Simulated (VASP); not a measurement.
# Au (P6_3/mmc) in VASP: further runs

The runs below take Au through electric field gradients, with PBE.

All numbers are computed with VASP 6.6.1; they aren't measurements. Logs are shortened: lines on timing, memory, paths and dates and some standing lists are left out, and cuts for length are marked.

**1. The cell of the first run**

It takes space group P6_3/mmc (No. 194, hexagonal). Conventional cell: a = 2.900 Å, b = 2.900 Å, c = 5.026 Å, α = 90.00°, β = 90.00°, γ = 120.00°. Within 3.8 Å of Au (site symmetry -6m2) lie 12 Au at 2.90 to 3.02 Å.

**2. Electric field gradients, PBE (zz strain of +3 %)**

File INCAR:

```
SYSTEM = Au
PREC = Accurate
ENCUT = 520
EDIFF = 1E-8
ISMEAR = -1
SIGMA = 0.03
LREAL = .FALSE.
LASPH = .TRUE.
NELM = 60
ALGO = Normal
ISIF = 2
LWAVE = .FALSE.
LCHARG = .FALSE.
GGA = PE
LEFG = .TRUE.
NBANDS = 18
```

File KPOINTS:

```
Automatic mesh
0
G
  14 14 8
  0 0 0
```

File POSCAR:

```
Au
1.0
    2.8999984104      0.0000000000      0.0000000000
   -1.4499992052      2.5114722944      0.0000000000
    0.0000000000      0.0000000000      5.0264000000
Au
2
Direct
    0.3333333333      0.6666666667      0.7500000000
    0.6666666667      0.3333333333      0.2500000000
```

Potentials or basis: VASP PAW PBE potentials, release 64 (Au).

Command:

```console
> cat potpaw_PBE.64/Au/POTCAR > POTCAR
> mpirun -np 1 vasp_std > vasp.out
```

OUTCAR:

```text
SYSTEM = Au
   PREC = Accurate
   ENCUT = 520
   EDIFF = 1E-8
   ISMEAR = -1
   LREAL = .FALSE.
   LASPH = .TRUE.
   NELM = 60
   ISIF = 2
   GGA = PE

 ion  position               nearest neighbor table
   1  0.333  0.667  0.750-   2 3.02   2 3.02   2 3.02   2 3.02   2 3.02   2 3.02
   2  0.667  0.333  0.250-   1 3.02   1 3.02   1 3.02   1 3.02   1 3.02   1 3.02

  LATTYP: Found a hexagonal cell.
 ALAT       =     2.8999984104
 C/A-ratio  =     1.7332423294

  Lattice vectors:

 A1 = (   2.8999984104,   0.0000000000,   0.0000000000)
 A2 = (  -1.4499992052,   2.5114722944,   0.0000000000)
 A3 = (   0.0000000000,   0.0000000000,   5.0264000000)

Analysis of symmetry for initial positions (statically):
=====================================================================
 Subroutine PRICEL returns:
 Original cell was already a primitive cell.

 Routine SETGRP: Setting up the symmetry group for a
 hexagonal supercell.

 Subroutine GETGRP returns: Found 24 space group operations
 (whereof 12 operations were pure point group operations)
 out of a pool of 24 trial point group operations.

The static configuration has the point symmetry D_3d.
 The point group associated with its full space group is D_6h.

Analysis of symmetry for dynamics (positions and initial velocities):
=====================================================================
 Subroutine PRICEL returns:
 Original cell was already a primitive cell.

 Routine SETGRP: Setting up the symmetry group for a
 hexagonal supercell.

 Subroutine GETGRP returns: Found 24 space group operations
 (whereof 12 operations were pure point group operations)
 out of a pool of 24 trial point group operations.

The dynamic configuration has the point symmetry D_3d.
 The point group associated with its full space group is D_6h.

 Subroutine INISYM returns: Found 24 space group operations
 (whereof 12 operations are pure point group operations),
 and found     1 'primitive' translations

----------------------------------------------------------------------------------------

                                     Primitive cell

  volume of cell :      36.6086

  direct lattice vectors                    reciprocal lattice vectors
     2.899998410  0.000000000  0.000000000     0.344827775  0.199086409  0.000000000
    -1.449999205  2.511472294  0.000000000     0.000000000  0.398172818  0.000000000
     0.000000000  0.000000000  5.026400000     0.000000000  0.000000000  0.198949546

  length of vectors
     2.899998410  2.899998410  5.026400000     0.398172818  0.398172818  0.198949546

  position of ions in fractional coordinates (direct lattice)
     0.333333333  0.666666667  0.750000000
     0.666666667  0.333333333  0.250000000

  ion indices of the primitive-cell ions
   primitive index   ion index
                 1           1
                 2           2

----------------------------------------------------------------------------------------

 KPOINTS: Automatic mesh

Automatic generation of k-mesh.
 Grid dimensions read from file:
 generate k-points for:   14   14    8

 Generating k-lattice:

  Cartesian coordinates                     Fractional coordinates (reciprocal lattice)
     0.024630555  0.014220458  0.000000000     0.071428571  0.000000000  0.000000000
     0.000000000  0.028440916  0.000000000     0.000000000  0.071428571  0.000000000
     0.000000000  0.000000000  0.024868693     0.000000000  0.000000000  0.125000000

  Length of vectors
     0.028440916  0.028440916  0.024868693

  Shift w.r.t. Gamma in fractional coordinates (k-lattice)
     0.000000000  0.000000000  0.000000000

 Subroutine IBZKPT returns following result:
 ===========================================

 Found    120 irreducible k-points:

 Following reciprocal coordinates:
            Coordinates               Weight
  0.000000  0.000000  0.000000      1.000000
  0.071429  0.000000  0.000000      6.000000
  0.142857  0.000000  0.000000      6.000000
  0.214286  0.000000  0.000000      6.000000
  0.285714  0.000000  0.000000      6.000000
  0.357143  0.000000  0.000000      6.000000
[... 16 lines left out ...]
  0.285714  0.285714  0.000000      6.000000
  0.357143  0.285714  0.000000      6.000000
 [... further k-points ...]
   k-points           NKPTS =    120   k-points in BZ     NKDIM =    120   number of bands    NBANDS=     18
   number of dos      NEDOS =    301   number of ions     NIONS =      2
   total plane-waves  NPLWV =  23040
   dimension x,y,z NGX =    24 NGY =   24 NGZ =   40
   dimension x,y,z NGXF=    48 NGYF=   48 NGZF=   80
   ions per type =               2
   NGX,Y,Z   is equivalent  to a cutoff of  13.76, 13.76, 13.23 a.u.
   NGXF,Y,Z  is equivalent  to a cutoff of  27.52, 27.52, 26.46 a.u.
 SYSTEM =  Au
   PREC   = accura    normal or accurate (medium, high low for compatibility)
   ISTART =      0    job   : 0-new  1-cont  2-samecut
   ICHARG =      2    charge: 1-file 2-atom 10-const
   ISPIN  =      1    spin polarized calculation?
   LNONCOLLINEAR =      F non collinear calculations
   LSORBIT =      F    spin-orbit coupling
   LASPH  =      T    aspherical Exc in radial PAW
   ENCUT  =  520.0 eV  38.22 Ry    6.18 a.u.   5.39  5.39  9.35*2*pi/ulx,y,z
   NELM   =     60;   NELMIN=  2; NELMDL= -5     # of ELM steps
   EDIFF  = 0.1E-07   stopping-criterion for ELM
   LREAL  =      F    real-space projection
   EDIFFG = 0.1E-06   stopping-criterion for IOM
   NSW    =      0    number of steps for IOM
   IBRION =     -1    ionic relax: 0-MD 1-quasi-New 2-CG
   NFREE  =      0    steps in history (QN), initial steepest desc. (CG)
   ISIF   =      2    stress and relaxation
   ISYM   =      2    0-nonsym 1-usesym 2-fastsym
   POTIM  = 0.5000    time-step for ionic-motion
   TEBEG  =    0.0;   TEEND  =   0.0 temperature during run
   PSTRESS=    0.0 pullay stress
   NELECT =      22.0000    total number of electrons
   NUPDOWN=      -1.0000    fix difference up-down
   EMIN   =  10.00;   EMAX   =-10.00  energy-range for DOS
   EFERMI =   0.00;   METHOD = LEGACY
   ISMEAR =    -1;   SIGMA  =   0.03  broadening in eV -4-tet -1-fermi 0-gaus
   EFERMI_NEDOS =   21; number of points for ismear=-14 and -15
   IALGO  =     38    algorithm
   IMIX   =      4    mixing-type and parameters
     AMIX     =   0.40;   BMIX     =  1.00
     AMIX_MAG =   1.60;   BMIX_MAG =  1.00
  volume/ion in A,a.u.               =      18.30       123.52
  Fermi-wavevector in a.u.,A,eV,Ry     =   1.381512  2.610679 25.967745  1.908575
  Thomas-Fermi vector in A             =   2.506289
   LORBIT       =      0    0 simple, 1 ext, 2 COOP (PROOUT), +10 PAW based schemes
   GGA     = PE    functional components
   LHFCALC =     F    Hartree Fock is set to
   AEXX    =    0.0000 exact exchange contribution
   IVDW    =     0    specifies the selected vdW correction
   LEPSILON=     F    determine dielectric tensor
   LRPA    =     F    only Hartree local field effects (RPA)
 non-spin polarized calculation
  energy-cutoff  :      520.00
  volume of cell :       36.61
 maximum number of plane-waves:      1009
 NGX is ok and might be reduce to    24
   NGX = 11   NGY = 11   NGZ = 19

 number of electron      22.0000006 magnetization

 Free energy of the ion-electron system (eV)
  ---------------------------------------------------
  ext. energy  EPLUGINS =         0.00000000
  ---------------------------------------------------
  free energy    TOTEN  =        -6.41365337 eV

  energy without entropy =       -6.41101332  energy(sigma->0) =       -6.41233335

 E-fermi :   8.3777     XC(G=0): -12.2876

 val. band max:        8.3062683283   @ k =   0.3571   0.1429   0.1250
 cond. band min:       8.4073375939   @ k =   0.3571   0.1429   0.2500
 fundamental gap:      0.1010692656
 Fermi energy:         8.3777382255

 k-point     1 :       0.0000    0.0000    0.0000
  band No.  band energies     occupation
      1      -0.8014      2.00000
      2       1.4457      2.00000
      3       3.6862      2.00000
      4       4.0758      2.00000
      5       4.0758      2.00000
      6       4.3155      2.00000
[... 10 lines left out ...]
     17      26.6105      0.00000
     18      26.6105      0.00000
[... 463 lines left out ...]
 k-point    24 :       0.3571    0.2857    0.0000
  band No.  band energies     occupation
      1       2.7581      2.00000
      2       3.1522      2.00000
      3       3.1736      2.00000
      4       3.7470      2.00000
      5       3.9445      2.00000
      6       4.0374      2.00000
[... 10 lines left out ...]
     17      18.9070      0.00000
     18      19.0922      0.00000

 [... further k-points ...]

------------------------ aborting loop because EDIFF is reached ----------------------------------------

  FORCE on cell =-STRESS in cart. coord.  units (eV):
  Direction    XX          YY          ZZ          XY          YZ          ZX
  --------------------------------------------------------------------------------------
  -------------------------------------------------------------------------------------
  Total       -0.3114450     -0.3114450     -0.6709722      0.0000000      0.0000000      0.0000000
  in kB      -13.6304024    -13.6304024    -29.3651273      0.0000000      0.0000000      0.0000000
  external PRESSURE =     -18.8753107 kB  Pullay stress =       0.0000000 kB

 VOLUME and BASIS-vectors are now :
 -----------------------------------------------------------------------------
  energy-cutoff  :      520.00
  volume of cell :       36.61
      direct lattice vectors                 reciprocal lattice vectors
     2.899998410  0.000000000  0.000000000     0.344827775  0.199086409  0.000000000
    -1.449999205  2.511472294  0.000000000     0.000000000  0.398172818  0.000000000
     0.000000000  0.000000000  5.026400000     0.000000000  0.000000000  0.198949546

 POSITION                                       TOTAL-FORCE (eV/Angst)
 -----------------------------------------------------------------------------------
     -0.00000      1.67431      3.76980         0.000000      0.000000      0.000000
      1.45000      0.83716      1.25660        -0.000000     -0.000000      0.000000
 -----------------------------------------------------------------------------------
    total drift:                               -0.000000      0.000000     -0.000000

  FREE ENERGIE OF THE ION-ELECTRON SYSTEM (eV)
  ---------------------------------------------------
  free  energy   TOTEN  =        -6.4136533725 eV

  energy  without entropy=       -6.4110133194  energy(sigma->0) =       -6.41233335

 Electric field gradients (V/A^2)
---------------------------------------------------------------------
 ion       V_xx      V_yy      V_zz      V_xy      V_xz      V_yz
---------------------------------------------------------------------
   1     -18.484   -18.484    36.968    -0.000     0.000    -0.000
   2     -18.484   -18.484    36.968    -0.000    -0.000     0.000
---------------------------------------------------------------------

 Electric field gradients after diagonalization (V/A^2)
 (convention: |V_zz| > |V_xx| > |V_yy|)
----------------------------------------------------------------------
 ion       V_xx      V_yy      V_zz     asymmetry (V_yy - V_xx)/ V_zz
----------------------------------------------------------------------
   1     -18.484   -18.484    36.968       0.000
   2     -18.484   -18.484    36.968       0.000
----------------------------------------------------------------------

           NMR quadrupolar parameters

 Cq : quadrupolar parameter    Cq=e*Q*V_zz/h
 eta: asymmetry parameters     (V_yy - V_xx)/ V_zz
 Q  : nuclear electric quadrupole moment in mb (millibarn)
----------------------------------------------------------------------
 ion       Cq(MHz)       eta       Q (mb)
----------------------------------------------------------------------
   1       0.089       0.000       1.000
   2       0.089       0.000       1.000
----------------------------------------------------------------------
```

Wall time 32 s (1 thread of AMD EPYC 9R45 (Zen 5), shared host); peak memory 0.18 GiB.

What came out:

```
Free energy            : -6.4137 eV
Pressure               : -1.9 GPa
Band gap on the k mesh : zero (band 11 reaches 12.09 eV, above the bottom of band 12 at 5.81 eV)
```

Stress tensor (GPa, compression positive):
```
-1.36  0.00  0.00
 0.00 -1.36  0.00
 0.00  0.00 -2.94
```

Electric field gradients, principal values (V/Å²):
| atom | least | middle | greatest (by size) |
| --- | --- | --- | --- |
| 1 Au | -18.484 | -18.484 | 36.968 |
| 2 Au | -18.484 | -18.484 | 36.968 |

Caveat: the cell differs from its parent crystal (zz strain of +3 %); without QUAD_EFG the Cq values of the log hold for a quadrupole moment of 1 mb, not for the nuclei; spin-orbit coupling is left out, which moves the levels of the heavy elements.

(Part 1 of 2 ends here.)
